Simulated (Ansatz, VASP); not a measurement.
# Sb in VASP and in Ansatz

```xyz
2
Lattice="2.1506 1.2416 3.7066 -2.1506 1.2416 3.7066 0.0000 -2.4833 3.7066" Properties=species:S:1:pos:R:3 pbc="T T T"
Sb    0.0000    0.0000    2.5980
Sb    0.0000    0.0000    8.5217
```

Change from the starting cell: zz strain of -1 %.

Alike in both runs: task single point; functional LDA; k mesh 12 × 12 × 12; occupations fermi-dirac, width 0.03 eV; no spin polarisation.

|  | VASP | Ansatz |
| --- | --- | --- |
| version | VASP 6.6.1 | Ansatz 0.2.0 |
| potentials or method | VASP PAW LDA potentials, release 64 (Sb), cutoff 520 eV | all-electron LAPW, scalar-relativistic |

```csv
,VASP,Ansatz,Ansatz less VASP
pressure (GPa),0.0,-0.3,-0.28
"traceless stress, the component that is largest in VASP (GPa)",-0.13,-0.05,+0.078
rms of the force components (eV/Å),0.120,0.080,-0.0400
```

LDA's correlation is that of Perdew and Zunger in VASP and of Perdew and Wang (1992) in Ansatz. Atom by atom the forces differ by 0.040 eV/Å (rms over components). Ansatz ran all-electron here, and VASP with PAW potentials.

Spin-orbit coupling is off throughout.
